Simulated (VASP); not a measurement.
The system is Sr3O2.

```
Sr O
1.0
     3.31543    1.91417    6.03459
    -3.31543    1.91417    6.03459
     0.00000   -3.82833    6.03459
Sr O
6 4
Direct
  0.05625 0.44375 0.75000
  0.75000 0.05625 0.44375
  0.44375 0.75000 0.05625
  0.94375 0.55625 0.25000
  0.25000 0.94375 0.55625
  0.55625 0.25000 0.94375
  0.85218 0.85218 0.85218
  0.64782 0.64782 0.64782
  0.14782 0.14782 0.14782
  0.35218 0.35218 0.35218
```

```yaml
Program: VASP 6.6.1
Task: relaxation of cell and atoms
Functional: PBE
Potentials_or_basis: VASP PAW PBE potentials, release 64 (Sr_sv, O)
Cutoff: 600 eV
k_mesh: 3 × 3 × 3
Occupations: gaussian, width 0.1 eV
Spin: no spin polarisation
```

At the start: pressure -0.3 GPa; volume 22.98 Å³/atom.

How do energy, volume and symmetry change on relaxing?

Over 9 steps the energy falls by 114.4 meV/atom and the volume is 22.56 Å³/atom (-1.8 %); space group R-3c (No. 167, to 0.05 Å).

The path:
```tsv
step	energy change (eV)	largest force (eV/Å)	pressure (GPa)	volume (Å³)
1	0.0000	1.0464	-0.26	229.78
2	-0.4773	0.9234	-0.17	228.43
3	-0.8443	0.6709	-0.03	225.92
4	-0.8563	0.6136	0.00	225.30
5	-1.0437	0.3927	0.03	224.72
6	-1.0944	0.2345	0.09	224.17
7	-1.1246	0.1725	0.01	224.70
8	-1.1408	0.0752	0.01	225.48
9	-1.1444	0.0300	0.04	225.57
```

Final structure:
```
CELL_PARAMETERS angstrom
3.20715 1.85165 6.33058
-3.20715 1.85165 6.33058
0.00000 -3.70330 6.33058
ATOMIC_POSITIONS crystal
Sr 0.07071 0.42929 0.75000
Sr 0.75000 0.07071 0.42929
Sr 0.42929 0.75000 0.07071
Sr 0.92929 0.57071 0.25000
Sr 0.25000 0.92929 0.57071
Sr 0.57071 0.25000 0.92929
O 0.83501 0.83501 0.83501
O 0.66499 0.66499 0.66499
O 0.16499 0.16499 0.16499
O 0.33501 0.33501 0.33501
```

Caveat: the k points lie up to 0.39 Å⁻¹ apart in the final cell.
